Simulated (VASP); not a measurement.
A run of VASP 6.6.1 is set up as follows.

INCAR

```
SYSTEM = AlCo
PREC     = Accurate       ! precision mode
ENCUT    = 520            ! plane-wave cutoff, eV
EDIFF    = 1E-6           ! SCF threshold, eV
ISMEAR   = 0              ! smearing method
SIGMA    = 0.15           ! smearing width, eV
LREAL    = .False.        ! projectors in reciprocal space
LASPH    = .True.         ! aspherical terms in the spheres
NELM     = 80             ! most SCF steps
ALGO     = Fast           ! electronic algorithm
ISIF     = 2              ! what is computed and relaxed
LWAVE    = .False.        ! write WAVECAR
LCHARG   = .False.        ! write CHGCAR
GGA      = PS             ! functional
NBANDS   = 13             ! bands
```

Contents of KPOINTS:

```
Automatic mesh
0
Gamma
  18 18 18
  0 0 0
```

POSCAR

```
AlCo
1.0
    2.8212748657      0.0732798666      0.0732798666
    0.0732798666      2.8212748657      0.0732798666
    0.0732798666      0.0732798666      2.8212748657
Al Co
1 1
Direct
    0.0000000000      0.0000000000      0.0000000000
    0.5000000000      0.5000000000      0.5000000000
```

Potentials or basis: VASP PAW PBE potentials, release 64 (Al, Co).

Launch:

```bash
$ cat potpaw_PBE.64/Al/POTCAR potpaw_PBE.64/Co/POTCAR > POTCAR
$ mpirun -np 1 vasp_std > vasp.out
```

**Question.** What does it give for the pressure?

**Answer.** 1.5 GPa.

**Question.** Predict the band gap on the k mesh.

**Answer.** Zero (band 6 reaches 12.43 eV, above the bottom of band 7 at 10.61 eV).

Stress tensor (GPa, compression positive):
```
 1.45 -6.76 -6.76
-6.76  1.45 -6.76
-6.76 -6.76  1.45
```

Caveat: the PAW data sets were made with another functional, which shifts forces and pressure a little. Spin polarisation is off, so any magnetic state and its effect on volume and gap are missing.
